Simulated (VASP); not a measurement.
# GaN: electric field gradients with PBE

The system is GaN.

```xyz
2
Lattice="0.0000 1.9858 1.9858 1.9858 0.0000 1.9858 1.9858 1.9858 0.0000" Properties=species:S:1:pos:R:3 pbc="T T T"
Ga    1.9858    1.9858    1.9858
N     0.0000    0.0000    0.0000
```

This cell differs from its parent crystal: volume scaled by 0.99.

```json
{
 "Program": "VASP 6.6.1",
 "Task": "electric field gradients",
 "Functional": "PBE",
 "Potentials or basis": "VASP PAW PBE potentials, release 64 (Ga_d, N)",
 "Cutoff": "520 eV",
 "k mesh": "13 × 13 × 13",
 "Occupations": "fermi-dirac, width 0.02 eV",
 "Spin": "no spin polarisation",
 "Dipole correction": "no",
 "Further INCAR settings": "ALGO = Normal; EDIFF = 1e-08; NBANDS = 16"
}
```

```
Pressure               : 75.3 GPa
Band gap on the k mesh : 1.99 eV, indirect (least direct gap 5.36 eV)
```

Levels at points of the mesh, in eV from the valence-band top:
| k point | band 5 | band 6 | band 7 | band 8 | band 9 | band 10 | band 11 | band 12 | band 13 | band 14 |
| --- | --- | --- | --- | --- | --- | --- | --- | --- | --- | --- |
| (0.00, 0.00, 0.00) | -13.85 | -13.85 | -0.77 | -0.77 | -0.77 | 4.60 | 15.88 | 15.88 | 15.88 | 16.71 |

It took 50 s on 1 thread of AMD EPYC 7R13, with other jobs on the host, peak memory 0.12 GiB.

Caveat: without QUAD_EFG the Cq values of the log hold for a quadrupole moment of 1 mb, not for the nuclei. A k mesh can miss the band edges.
